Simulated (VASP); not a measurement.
# Sb (Im-3m) in VASP: notebook

Sb is run at these levels: PBEsol; tasks: single point, relaxation of cell and atoms.

Program: VASP 6.6.1. These are calculated values, not measurements. Logs are shortened: lines on timing, memory, paths and dates and some standing lists are left out, and cuts for length are marked.

**1. The cell of the first run**

It takes space group Im-3m (No. 229, cubic). The conventional cell has a = 3.875 Å, b = 3.875 Å, c = 3.875 Å, α = 90.00°, β = 90.00°, γ = 90.00°. Sb (site symmetry m-3m) has 14 Sb at 3.36 to 3.88 Å within 4.4 Å.

**2. Single point, PBEsol (volume scaled by 1.12)**

Contents of INCAR:

```
PREC = Accurate
ENCUT = 520
EDIFF = 1E-6
ISMEAR = -1
SIGMA = 0.1
LREAL = False
LASPH = True
NELM = 100
ALGO = Normal
ISIF = 2
LWAVE = False
LCHARG = False
GGA = PS
NBANDS = 8
```

Contents of KPOINTS:

```
Automatic mesh
0
Gamma
  13 13 13
```

Contents of POSCAR:

```
Sb
1.0
   -1.9376278024      1.9376278024      1.9376278024
    1.9376278024     -1.9376278024      1.9376278024
    1.9376278024      1.9376278024     -1.9376278024
Sb
1
Direct
    0.0000000000      0.0000000000      0.0000000000
```

Potentials or basis: VASP PAW PBE potentials, release 64 (Sb).

On the command line:

```sh
cat potpaw_PBE.64/Sb/POTCAR > POTCAR
mpirun -np 1 vasp_std > vasp.out
```

OUTCAR:

```text
PREC = Accurate
   ENCUT = 520
   EDIFF = 1E-6
   ISMEAR = -1
   LREAL = False
   LASPH = True
   NELM = 100
   ISIF = 2
   GGA = PS

 ion  position               nearest neighbor table
   1  0.000  0.000  0.000-

  LATTYP: Found a body centered cubic cell.
 ALAT       =     3.8752556048

  Lattice vectors:

 A1 = (  -1.9376278024,   1.9376278024,   1.9376278024)
 A2 = (   1.9376278024,  -1.9376278024,   1.9376278024)
 A3 = (   1.9376278024,   1.9376278024,  -1.9376278024)

Analysis of symmetry for initial positions (statically):
=====================================================================
 Subroutine PRICEL returns:
 Original cell was already a primitive cell.

 Routine SETGRP: Setting up the symmetry group for a
 body centered cubic supercell.

 Subroutine GETGRP returns: Found 48 space group operations
 (whereof 48 operations were pure point group operations)
 out of a pool of 48 trial point group operations.

The static configuration has the point symmetry O_h .

Analysis of symmetry for dynamics (positions and initial velocities):
=====================================================================
 Subroutine PRICEL returns:
 Original cell was already a primitive cell.

 Routine SETGRP: Setting up the symmetry group for a
 body centered cubic supercell.

 Subroutine GETGRP returns: Found 48 space group operations
 (whereof 48 operations were pure point group operations)
 out of a pool of 48 trial point group operations.

The dynamic configuration has the point symmetry O_h .

 Subroutine INISYM returns: Found 48 space group operations
 (whereof 48 operations are pure point group operations),
 and found     1 'primitive' translations

----------------------------------------------------------------------------------------

                                     Primitive cell

  volume of cell :      29.0985

  direct lattice vectors                    reciprocal lattice vectors
    -1.937627802  1.937627802  1.937627802     0.000000000  0.258047495  0.258047495
     1.937627802 -1.937627802  1.937627802     0.258047495  0.000000000  0.258047495
     1.937627802  1.937627802 -1.937627802     0.258047495  0.258047495  0.000000000

  length of vectors
     3.356069800  3.356069800  3.356069800     0.364934267  0.364934267  0.364934267

  position of ions in fractional coordinates (direct lattice)
     0.000000000  0.000000000  0.000000000

  ion indices of the primitive-cell ions
   primitive index   ion index
                 1           1

----------------------------------------------------------------------------------------

 KPOINTS: Automatic mesh

Automatic generation of k-mesh.
 Grid dimensions read from file:
 generate k-points for:   13   13   13

 Generating k-lattice:

  Cartesian coordinates                     Fractional coordinates (reciprocal lattice)
     0.000000000  0.019849807  0.019849807     0.076923077  0.000000000  0.000000000
     0.019849807  0.000000000  0.019849807     0.000000000  0.076923077  0.000000000
     0.019849807  0.019849807  0.000000000     0.000000000  0.000000000  0.076923077

  Length of vectors
     0.028071867  0.028071867  0.028071867

  Shift w.r.t. Gamma in fractional coordinates (k-lattice)
     0.000000000  0.000000000  0.000000000

 Subroutine IBZKPT returns following result:
 ===========================================

 Found     84 irreducible k-points:

 Following reciprocal coordinates:
            Coordinates               Weight
  0.000000  0.000000  0.000000      1.000000
  0.076923  0.000000  0.000000     12.000000
  0.153846  0.000000  0.000000     12.000000
  0.230769  0.000000  0.000000     12.000000
  0.307692  0.000000  0.000000     12.000000
  0.384615  0.000000  0.000000     12.000000
[... 16 lines left out ...]
  0.153846  0.076923  0.076923     24.000000
  0.230769  0.076923  0.076923     24.000000
 [... further k-points ...]
   k-points           NKPTS =     84   k-points in BZ     NKDIM =     84   number of bands    NBANDS=      8
   number of dos      NEDOS =    301   number of ions     NIONS =      1
   total plane-waves  NPLWV =  21952
   dimension x,y,z NGX =    28 NGY =   28 NGZ =   28
   dimension x,y,z NGXF=    56 NGYF=   56 NGZF=   56
   ions per type =               1
   NGX,Y,Z   is equivalent  to a cutoff of  13.87, 13.87, 13.87 a.u.
   NGXF,Y,Z  is equivalent  to a cutoff of  27.74, 27.74, 27.74 a.u.
 SYSTEM =  unknown system
   PREC   = accura    normal or accurate (medium, high low for compatibility)
   ISTART =      0    job   : 0-new  1-cont  2-samecut
   ICHARG =      2    charge: 1-file 2-atom 10-const
   ISPIN  =      1    spin polarized calculation?
   LNONCOLLINEAR =      F non collinear calculations
   LSORBIT =      F    spin-orbit coupling
   LASPH  =      T    aspherical Exc in radial PAW
   ENCUT  =  520.0 eV  38.22 Ry    6.18 a.u.   6.24  6.24  6.24*2*pi/ulx,y,z
   NELM   =    100;   NELMIN=  2; NELMDL= -5     # of ELM steps
   EDIFF  = 0.1E-05   stopping-criterion for ELM
   LREAL  =      F    real-space projection
   EDIFFG = 0.1E-04   stopping-criterion for IOM
   NSW    =      0    number of steps for IOM
   IBRION =     -1    ionic relax: 0-MD 1-quasi-New 2-CG
   NFREE  =      0    steps in history (QN), initial steepest desc. (CG)
   ISIF   =      2    stress and relaxation
   ISYM   =      2    0-nonsym 1-usesym 2-fastsym
   POTIM  = 0.5000    time-step for ionic-motion
   TEBEG  =    0.0;   TEEND  =   0.0 temperature during run
   PSTRESS=    0.0 pullay stress
   NELECT =       5.0000    total number of electrons
   NUPDOWN=      -1.0000    fix difference up-down
   EMIN   =  10.00;   EMAX   =-10.00  energy-range for DOS
   EFERMI =   0.00;   METHOD = LEGACY
   ISMEAR =    -1;   SIGMA  =   0.10  broadening in eV -4-tet -1-fermi 0-gaus
   EFERMI_NEDOS =   21; number of points for ismear=-14 and -15
   IALGO  =     38    algorithm
   IMIX   =      4    mixing-type and parameters
     AMIX     =   0.40;   BMIX     =  1.00
     AMIX_MAG =   1.60;   BMIX_MAG =  1.00
  volume/ion in A,a.u.               =      29.10       196.37
  Fermi-wavevector in a.u.,A,eV,Ry     =   0.910139  1.719914 11.270431  0.828353
  Thomas-Fermi vector in A             =   2.034266
   LORBIT       =      0    0 simple, 1 ext, 2 COOP (PROOUT), +10 PAW based schemes
   GGA     = PS    functional components
   LHFCALC =     F    Hartree Fock is set to
   AEXX    =    0.0000 exact exchange contribution
   IVDW    =     0    specifies the selected vdW correction
   LEPSILON=     F    determine dielectric tensor
   LRPA    =     F    only Hartree local field effects (RPA)
 non-spin polarized calculation
  energy-cutoff  :      520.00
  volume of cell :       29.10
 maximum number of plane-waves:       794
 NGX is ok and might be reduce to    28
   NGX = 13   NGY = 13   NGZ = 13

 number of electron       5.0000000 magnetization

 Free energy of the ion-electron system (eV)
  ---------------------------------------------------
  ext. energy  EPLUGINS =         0.00000000
  ---------------------------------------------------
  free energy    TOTEN  =        -4.33099772 eV

  energy without entropy =       -4.30554389  energy(sigma->0) =       -4.31827080

 E-fermi :   7.2725     XC(G=0):  -9.9995

 val. band max:        7.2686280400   @ k =  -0.4615  -0.4615   0.3077
 cond. band min:       7.2886101334   @ k =  -0.2308   0.3846   0.0769
 fundamental gap:      0.0199820934
 Fermi energy:         7.2724755566

 k-point     1 :       0.0000    0.0000    0.0000
  band No.  band energies     occupation
      1      -4.9499      2.00000
      2      12.2297      0.00000
      3      12.2297      0.00000
      4      12.2297      0.00000
      5      17.6261      0.00000
      6      17.6261      0.00000
      7      17.6261      0.00000
      8      18.6963      0.00000

 k-point     2 :       0.0769    0.0000    0.0000
  band No.  band energies     occupation
      1      -4.8353      2.00000
      2      11.3585      0.00000
      3      11.8871      0.00000
      4      12.1456      0.00000
      5      16.9434      0.00000
      6      16.9724      0.00000
      7      18.1143      0.00000
      8      18.4637      0.00000

 k-point     3 :       0.1538    0.0000    0.0000
  band No.  band energies     occupation
      1      -4.4934      2.00000
      2       9.4905      0.00000
      3      11.1307      0.00000
      4      11.9083      0.00000
      5      15.7799      0.00000
      6      16.0818      0.00000
      7      18.1573      0.00000
      8      18.7342      0.00000

 k-point     4 :       0.2308    0.0000    0.0000
  band No.  band energies     occupation
      1      -3.9322      2.00000
      2       7.3951      0.45354
      3      10.3175      0.00000
      4      11.5735      0.00000
      5      14.8433      0.00000
      6      15.3344      0.00000
      7      18.2838      0.00000
      8      19.1612      0.00000

 k-point     5 :       0.3077    0.0000    0.0000
  band No.  band energies     occupation
      1      -3.1734      2.00000
      2       5.3776      2.00000
      3       9.6251      0.00000
      4      11.2289      0.00000
      5      14.1622      0.00000
      6      14.7678      0.00000
      7      18.7816      0.00000
      8      19.7734      0.00000

 k-point     6 :       0.3846    0.0000    0.0000
  band No.  band energies     occupation
      1      -2.2833      2.00000
      2       3.6117      2.00000
      3       9.1331      0.00000
      4      10.9556      0.00000
      5      13.7193      0.00000
      6      14.3889      0.00000
      7      19.5498      0.00000
      8      20.5662      0.00000

 k-point     7 :       0.4615    0.0000    0.0000
  band No.  band energies     occupation
      1      -1.5079      2.00000
      2       2.3893      2.00000
      3       8.8791      0.00000
      4      10.8065      0.00000
      5      13.5011      0.00000
      6      14.1993      0.00000
      7      20.3838      0.00000
      8      21.5256      0.00000

 k-point     8 :       0.0769    0.0769    0.0000
  band No.  band energies     occupation
      1      -4.6070      2.00000
      2      10.1188      0.00000
      3      11.3458      0.00000
      4      11.7938      0.00000
      5      16.3314      0.00000
      6      16.4517      0.00000
      7      17.9755      0.00000
      8      18.3529      0.00000

 k-point     9 :       0.1538    0.0769    0.0000
  band No.  band energies     occupation
      1      -4.1551      2.00000
      2       8.3274      0.00005
      3      10.3578      0.00000
      4      11.4007      0.00000
      5      15.5389      0.00000
      6      16.0102      0.00000
      7      17.8148      0.00000
      8      19.3744      0.00000

 k-point    10 :       0.2308    0.0769    0.0000
  band No.  band energies     occupation
      1      -3.4931      2.00000
      2       6.3629      1.99978
      3       9.4803      0.00000
      4      10.9932      0.00000
      5      14.8275      0.00000
      6      15.6379      0.00000
      7      17.9427      0.00000
      8      20.3069      0.00000
[... 78 lines left out ...]
 k-point    18 :       0.2308    0.2308    0.0000
  band No.  band energies     occupation
      1      -2.0721      2.00000
      2       4.4599      2.00000
      3       6.5382      1.99871
      4      10.0012      0.00000
      5      15.2719      0.00000
      6      16.5303      0.00000
      7      19.6922      0.00000
      8      20.2741      0.00000

 k-point    19 :       0.3077    0.2308    0.0000
  band No.  band energies     occupation
      1      -1.2818      2.00000
      2       3.5093      2.00000
      3       5.6978      2.00000
      4       9.7439      0.00000
      5      15.2853      0.00000
      6      17.1105      0.00000
      7      19.5349      0.00000
      8      20.3078      0.00000

 k-point    20 :       0.3846    0.2308    0.0000
  band No.  band energies     occupation
      1      -0.8879      2.00000
      2       3.0277      2.00000
      3       5.4452      2.00000
      4       9.6556      0.00000
      5      15.2543      0.00000
      6      17.6345      0.00000
      7      19.0332      0.00000
      8      20.0689      0.00000

 k-point    21 :       0.3077    0.3077    0.0000
  band No.  band energies     occupation
      1      -0.7630      2.00000
      2       3.5662      2.00000
      3       4.4708      2.00000
      4       9.5723      0.00000
      5      15.7191      0.00000
      6      17.5165      0.00000
      7      18.5782      0.00000
      8      21.7578      0.00000

 k-point    22 :       0.0769    0.0769    0.0769
  band No.  band energies     occupation
      1      -4.2679      2.00000
      2       8.7157      0.00000
      3      10.8821      0.00000
      4      10.8821      0.00000
      5      16.3046      0.00000
      6      16.3046      0.00000
      7      18.5703      0.00000
      8      19.0455      0.00000

 k-point    23 :       0.1538    0.0769    0.0769
  band No.  band energies     occupation
      1      -3.7124      2.00000
      2       7.1155      1.65557
      3       9.5777      0.00000
      4      10.3372      0.00000
      5      16.1816      0.00000
      6      16.2673      0.00000
      7      19.0457      0.00000
      8      19.3019      0.00000

 k-point    24 :       0.2308    0.0769    0.0769
  band No.  band energies     occupation
      1      -2.9648      2.00000
      2       5.3882      2.00000
      3       8.5768      0.00000
      4       9.8503      0.00000
      5      15.7647      0.00000
      6      16.1684      0.00000
      7      19.2824      0.00000
      8      19.9455      0.00000

 [... further k-points ...]
[... 5 lines left out ...]
  --------------------------------------------------------------------------------------
  -------------------------------------------------------------------------------------
  Total       -1.1075615     -1.1075615     -1.1075615     -0.0000000     -0.0000000      0.0000000
  in kB      -60.9828037    -60.9828037    -60.9828037     -0.0000000     -0.0000000      0.0000000
  external PRESSURE =     -60.9828037 kB  Pullay stress =       0.0000000 kB

 VOLUME and BASIS-vectors are now :
 -----------------------------------------------------------------------------
  energy-cutoff  :      520.00
  volume of cell :       29.10
      direct lattice vectors                 reciprocal lattice vectors
    -1.937627802  1.937627802  1.937627802     0.000000000  0.258047495  0.258047495
     1.937627802 -1.937627802  1.937627802     0.258047495  0.000000000  0.258047495
     1.937627802  1.937627802 -1.937627802     0.258047495  0.258047495  0.000000000

 POSITION                                       TOTAL-FORCE (eV/Angst)
 -----------------------------------------------------------------------------------
      0.00000      0.00000      0.00000        -0.000000     -0.000000      0.000000
 -----------------------------------------------------------------------------------
    total drift:                               -0.000000      0.000000      0.000000

  FREE ENERGIE OF THE ION-ELECTRON SYSTEM (eV)
  ---------------------------------------------------
  free  energy   TOTEN  =        -4.3309977179 eV

  energy  without entropy=       -4.3055438880  energy(sigma->0) =       -4.31827080
```

Wall time 12 s (1 thread of Intel Xeon 6975P-C, shared host); peak memory 0.16 GiB.

What came out:

| Quantity | Value |
| --- | --- |
| Free energy | -4.3310 eV |
| Pressure | -6.1 GPa |

Levels at points of the mesh, in eV from the Fermi level:
| k point | band 1 | band 2 | band 3 | band 4 | band 5 |
| --- | --- | --- | --- | --- | --- |
| (0.00, 0.00, 0.00) | -12.22 | 4.96 | 4.96 | 4.96 | 10.35 |

Caveat: the cell differs from its parent crystal (volume scaled by 1.12); the PAW data sets were made with another functional, which shifts forces and pressure a little; spin-orbit coupling is left out, which moves the levels of the heavy elements.

**3. Single point, PBEsol**

This run uses another cell than the first one, of 25.98 Å³/atom, 0.893 times its volume.

Changes to INCAR since step 2:

```diff
@@ -7,3 +7,3 @@
 LASPH = True
-NELM = 100
+NELM = 60
 ALGO = Normal
```

Contents of KPOINTS:

```
Automatic mesh
0
Gamma
  19 19 19
```

Contents of POSCAR:

```
Sb
1.0
   -1.8657968255      1.8657968255      1.8657968255
    1.8657968255     -1.8657968255      1.8657968255
    1.8657968255      1.8657968255     -1.8657968255
Sb
1
Direct
    0.0000000000      0.0000000000      0.0000000000
```

Potentials or basis: VASP PAW PBE potentials, release 64 (Sb).

On the command line:

```sh
cat potpaw_PBE.64/Sb/POTCAR > POTCAR
mpirun -np 1 vasp_std > vasp.out
```

Wall time 15 s (1 thread of Intel Xeon 6975P-C, shared host); peak memory 0.17 GiB.

The run converged. Its results:

* Free energy: -4.3974 eV
* Pressure: 0.0 GPa

Levels at points of the mesh, in eV from the Fermi level:
```tsv
k point	band 1	band 2	band 3	band 4	band 5	band 6
(0.00, 0.00, 0.00)	-13.15	5.76	5.76	5.76	10.73	10.73
```

Caveat: the PAW data sets were made with another functional, which shifts forces and pressure a little; spin-orbit coupling is left out, which moves the levels of the heavy elements.

(Continued in part 2 of 2.)
